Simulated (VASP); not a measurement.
# Ag (I4/mmm) in VASP: a series of runs

Runs on Ag. Level: PBE. Tasks: single point.

Everything below comes from runs of VASP 6.6.1. Logs are shortened: lines on timing, memory, paths and dates and some standing lists are left out, and cuts for length are marked.

**1. The cell of the first run**

The structure is tetragonal, space group I4/mmm (No. 139). The conventional cell has a = 3.034 Å, b = 3.034 Å, c = 3.984 Å, α = 90.00°, β = 90.00°, γ = 90.00°. Within 4.0 Å of Ag (site symmetry 4/mmm) lie 14 Ag at 2.93 to 3.98 Å.

**2. Single point, PBE (strain +0.050 along x and y, -0.025 along z)**

The input, INCAR:

```
SYSTEM = Ag
PREC = Accurate
ENCUT = 520
EDIFF = 1E-6
ISMEAR = 0
SIGMA = 0.15
LREAL = .False.
LASPH = .True.
NELM = 80
ALGO = Normal
ISIF = 2
LWAVE = .False.
LCHARG = .False.
GGA = PE
NBANDS = 12
```

The input, KPOINTS:

```
regular mesh
0
Gamma
  20 20 20
  0 0 0
```

The input, POSCAR:

```
Ag
1.0
    0.0000000000      2.1452550000      1.9920225000
    2.1452550000      0.0000000000      1.9920225000
    2.1452550000      2.1452550000      0.0000000000
Ag
1
Direct
    0.0000000000      0.0000000000      0.0000000000
```

Potentials or basis: VASP PAW PBE potentials, release 64 (Ag).

Command:

```sh
cat potpaw_PBE.64/Ag/POTCAR > POTCAR
mpirun -np 1 vasp_std > vasp.out
```

OUTCAR:

```text
SYSTEM = Ag
   PREC = Accurate
   ENCUT = 520
   EDIFF = 1E-6
   ISMEAR = 0
   LREAL = .False.
   LASPH = .True.
   NELM = 80
   ISIF = 2
   GGA = PE

 ion  position               nearest neighbor table
   1  0.000  0.000  0.000-

  LATTYP: Found a body centered tetragonal cell.
 ALAT       =     3.0338487157
 C/A-ratio  =     1.3131983079

  Lattice vectors:

 A1 = (   0.0000000000,  -2.1452550000,  -1.9920225000)
 A2 = (   0.0000000000,   2.1452550000,  -1.9920225000)
 A3 = (   2.1452550000,   0.0000000000,   1.9920225000)

Analysis of symmetry for initial positions (statically):
=====================================================================
 Subroutine PRICEL returns:
 Original cell was already a primitive cell.

 Routine SETGRP: Setting up the symmetry group for a
 body centered tetragonal supercell.

 Subroutine GETGRP returns: Found 16 space group operations
 (whereof 16 operations were pure point group operations)
 out of a pool of 16 trial point group operations.

The static configuration has the point symmetry D_4h.

Analysis of symmetry for dynamics (positions and initial velocities):
=====================================================================
 Subroutine PRICEL returns:
 Original cell was already a primitive cell.

 Routine SETGRP: Setting up the symmetry group for a
 body centered tetragonal supercell.

 Subroutine GETGRP returns: Found 16 space group operations
 (whereof 16 operations were pure point group operations)
 out of a pool of 16 trial point group operations.

The dynamic configuration has the point symmetry D_4h.

 Subroutine INISYM returns: Found 16 space group operations
 (whereof 16 operations are pure point group operations),
 and found     1 'primitive' translations

----------------------------------------------------------------------------------------

                                     Primitive cell

  volume of cell :      18.3350

  direct lattice vectors                    reciprocal lattice vectors
     0.000000000  2.145255000  1.992022500    -0.233072525  0.233072525  0.251001181
     2.145255000  0.000000000  1.992022500     0.233072525 -0.233072525  0.251001181
     2.145255000  2.145255000  0.000000000     0.233072525  0.233072525 -0.251001181

  length of vectors
     2.927502802  2.927502802  3.033848716     0.414303267  0.414303267  0.414303267

  position of ions in fractional coordinates (direct lattice)
     0.000000000  0.000000000  0.000000000

  ion indices of the primitive-cell ions
[... 77 lines left out ...]
   NSW    =      0    number of steps for IOM
   IBRION =     -1    ionic relax: 0-MD 1-quasi-New 2-CG
   NFREE  =      0    steps in history (QN), initial steepest desc. (CG)
   ISIF   =      2    stress and relaxation
   ISYM   =      2    0-nonsym 1-usesym 2-fastsym
   POTIM  = 0.5000    time-step for ionic-motion
   TEBEG  =    0.0;   TEEND  =   0.0 temperature during run
   PSTRESS=    0.0 pullay stress
   NELECT =      11.0000    total number of electrons
   NUPDOWN=      -1.0000    fix difference up-down
   EMIN   =  10.00;   EMAX   =-10.00  energy-range for DOS
   EFERMI =   0.00;   METHOD = LEGACY
   ISMEAR =     0;   SIGMA  =   0.15  broadening in eV -4-tet -1-fermi 0-gaus
   EFERMI_NEDOS =   21; number of points for ismear=-14 and -15
   IALGO  =     38    algorithm
   IMIX   =      4    mixing-type and parameters
     AMIX     =   0.40;   BMIX     =  1.00
     AMIX_MAG =   1.60;   BMIX_MAG =  1.00
  volume/ion in A,a.u.               =      18.34       123.73
  Fermi-wavevector in a.u.,A,eV,Ry     =   1.380739  2.609219 25.938706  1.906441
  Thomas-Fermi vector in A             =   2.505588
   LORBIT       =      0    0 simple, 1 ext, 2 COOP (PROOUT), +10 PAW based schemes
   GGA     = PE    functional components
   LHFCALC =     F    Hartree Fock is set to
   AEXX    =    0.0000 exact exchange contribution
   IVDW    =     0    specifies the selected vdW correction
   LEPSILON=     F    determine dielectric tensor
   LRPA    =     F    only Hartree local field effects (RPA)
 non-spin polarized calculation
 Gauss-broadening in eV      SIGMA  =   0.15
  energy-cutoff  :      520.00
  volume of cell :       18.34
 maximum number of plane-waves:       515
 NGX is ok and might be reduce to    24
   NGX = 11   NGY = 11   NGZ = 11

 number of electron      11.0000003 magnetization

 Free energy of the ion-electron system (eV)
  ---------------------------------------------------
  ext. energy  EPLUGINS =         0.00000000
  ---------------------------------------------------
  free energy    TOTEN  =        -2.71189965 eV

  energy without entropy =       -2.70920594  energy(sigma->0) =       -2.71055280

 E-fermi :   7.4798     XC(G=0): -11.7811

 val. band max:        7.4216291101   @ k =   0.5000   0.1000   0.3000
 cond. band min:       7.4896069877   @ k =   0.5000   0.3000   0.1500
 fundamental gap:      0.0679778776
 Fermi energy:         7.4797518440

 k-point     1 :       0.0000    0.0000    0.0000
  band No.  band energies     occupation
      1       0.2123      2.00000
      2       2.7875      2.00000
      3       2.7875      2.00000
      4       3.1715      2.00000
      5       3.5951      2.00000
      6       3.9938      2.00000
      7      23.3906      0.00000
      8      26.2122      0.00000
      9      26.2122      0.00000
     10      27.0110      0.00000
     11      31.0954      0.00000
     12      31.3544      0.00000
[... 331 lines left out ...]
 k-point    24 :      -0.3500    0.0500    0.0000
  band No.  band energies     occupation
      1       1.6320      2.00000
      2       2.8068      2.00000
      3       3.1378      2.00000
      4       4.1042      2.00000
      5       4.2430      2.00000
      6       5.2048      2.00000
      7      14.0047      0.00000
      8      22.8705      0.00000
      9      24.7838      0.00000
     10      24.9709      0.00000
     11      28.5278      0.00000
     12      29.4330      0.00000

 [... further k-points ...]
[... 5 lines left out ...]
  --------------------------------------------------------------------------------------
  -------------------------------------------------------------------------------------
  Total       -0.3298415     -0.3298415     -0.1297984      0.0000000      0.0000000      0.0000000
  in kB      -28.8226469    -28.8226469    -11.3422118      0.0000000      0.0000000      0.0000000
  external PRESSURE =     -22.9958352 kB  Pullay stress =       0.0000000 kB

 VOLUME and BASIS-vectors are now :
 -----------------------------------------------------------------------------
  energy-cutoff  :      520.00
  volume of cell :       18.34
      direct lattice vectors                 reciprocal lattice vectors
     0.000000000  2.145255000  1.992022500    -0.233072525  0.233072525  0.251001181
     2.145255000  0.000000000  1.992022500     0.233072525 -0.233072525  0.251001181
     2.145255000  2.145255000  0.000000000     0.233072525  0.233072525 -0.251001181

 POSITION                                       TOTAL-FORCE (eV/Angst)
 -----------------------------------------------------------------------------------
      0.00000      0.00000      0.00000        -0.000000      0.000000      0.000000
 -----------------------------------------------------------------------------------
    total drift:                               -0.000000      0.000000     -0.000000

  FREE ENERGIE OF THE ION-ELECTRON SYSTEM (eV)
  ---------------------------------------------------
  free  energy   TOTEN  =        -2.7118996518 eV

  energy  without entropy=       -2.7092059392  energy(sigma->0) =       -2.71055280
```

OSZICAR:

```text
N       E                     dE             d eps       ncg     rms          rms(c)
DAV:   1     0.518051789644E+02    0.51805E+02   -0.54495E+03 15544   0.820E+02
DAV:   2    -0.213137022850E+01   -0.53937E+02   -0.50824E+02 17752   0.190E+02
DAV:   3    -0.294103779722E+01   -0.80967E+00   -0.80918E+00 18152   0.249E+01
DAV:   4    -0.294361062768E+01   -0.25728E-02   -0.25727E-02 17728   0.146E+00
DAV:   5    -0.294363252647E+01   -0.21899E-04   -0.21900E-04 18168   0.121E-01    0.433E+00
DAV:   6    -0.271972789734E+01    0.22390E+00   -0.93131E-01 16680   0.852E+00    0.291E+00
DAV:   7    -0.271412829055E+01    0.55996E-02   -0.65483E-03 17800   0.783E-01    0.168E+00
DAV:   8    -0.271188555394E+01    0.22427E-02   -0.71874E-04 17168   0.213E-01    0.721E-02
DAV:   9    -0.271189441220E+01   -0.88583E-05   -0.91465E-06 17768   0.225E-02    0.239E-02
DAV:  10    -0.271189996094E+01   -0.55487E-05   -0.42697E-06 17292   0.197E-02    0.381E-03
DAV:  11    -0.271189965184E+01    0.30910E-06   -0.78812E-08  9240   0.237E-03
   1 F= -.27118997E+01 E0= -.27105528E+01  d E =-.269371E-02
```

It took 97 s on 1 thread of Intel Xeon 8259CL, shared host; peak memory 0.25 GiB.

What came out:

```
Free energy            : -2.7119 eV
Pressure               : -2.3 GPa
Band gap on the k mesh : zero (an odd number of electrons rules out a gap without spin polarisation)
```

Levels at points of the mesh, in eV from the Fermi level:
```csv
k point,band 4,band 5,band 6,band 7,band 8,band 9
"(0.00, 0.00, 0.00)",-4.31,-3.88,-3.49,15.91,18.73,18.73
"(0.50, 0.00, 0.00)",-3.07,-2.87,-0.21,3.22,14.77,16.28
"(0.50, 0.50, 0.00)",-2.77,-2.77,2.51,7.38,9.45,9.45
"(0.50, 0.00, 0.50)",-2.94,-2.67,1.27,5.61,10.73,10.79
```

Caveat: the cell differs from its parent crystal (strain +0.050 along x and y, -0.025 along z).

**3. Single point, PBE (strain +0.050 along x and y, +0.000 along z)**

The input, INCAR:

```
SYSTEM = Ag
ALGO     = Normal         ! electronic algorithm
EDIFF    = 1E-6           ! SCF threshold, eV
ENCUT    = 520            ! plane-wave cutoff, eV
GGA      = PE             ! functional
ISIF     = 2              ! what is computed and relaxed
ISMEAR   = 0              ! smearing method
LASPH    = .True.         ! aspherical terms in the spheres
LCHARG   = .True.         ! write CHGCAR
LELF     = .True.         ! ELF
LREAL    = .False.        ! projectors in reciprocal space
LVHAR    = .True.       
LWAVE    = .False.        ! write WAVECAR
NBANDS   = 12             ! bands
NELM     = 100            ! most SCF steps
PREC     = Accurate       ! precision mode
SIGMA    = 0.15           ! smearing width, eV
```

The input, KPOINTS:

```
k-points
0
Gamma
  20 20 20
  0 0 0
```

The input, POSCAR:

```
Ag
1.0
    0.0000000000      2.1452550000      2.0431000000
    2.1452550000      0.0000000000      2.0431000000
    2.1452550000      2.1452550000      0.0000000000
Ag
1
Direct
    0.0000000000      0.0000000000      0.0000000000
```

Potentials or basis: VASP PAW PBE potentials, release 64 (Ag).

Command:

```sh
cat potpaw_PBE.64/Ag/POTCAR > POTCAR
mpirun -np 1 vasp_std > vasp.out
```

Wall time 96 s (1 thread of Intel Xeon 8259CL, shared host); peak memory 0.26 GiB.

Results (log left out):

| Property | Result |
| --- | --- |
| Free energy | -2.7055 eV |
| Pressure | -4.2 GPa |
| Band gap on the k mesh | zero (an odd number of electrons rules out a gap without spin polarisation) |

Stress tensor (GPa, compression positive):
```
-4.59  0.00  0.00
 0.00 -4.59  0.00
 0.00  0.00 -3.35
```

Levels at points of the mesh, in eV from the Fermi level:
| k point | band 3 | band 4 | band 5 | band 6 | band 7 | band 8 | band 9 | band 10 |
| --- | --- | --- | --- | --- | --- | --- | --- | --- |
| (0.00, 0.00, 0.00) | -4.57 | -4.32 | -3.76 | -3.51 | 15.80 | 18.62 | 18.62 | 19.08 |
| (0.50, 0.00, 0.00) | -4.38 | -3.02 | -2.90 | -0.15 | 3.08 | 14.83 | 16.30 | 17.60 |
| (0.50, 0.50, 0.00) | -2.99 | -2.77 | -2.77 | 2.22 | 6.76 | 9.61 | 9.61 | 15.43 |
| (0.50, 0.00, 0.50) | -2.99 | -2.88 | -2.70 | 1.43 | 5.63 | 10.45 | 10.46 | 16.32 |

Caveat: the cell differs from its parent crystal (strain +0.050 along x and y, +0.000 along z); the cell stands under tension.
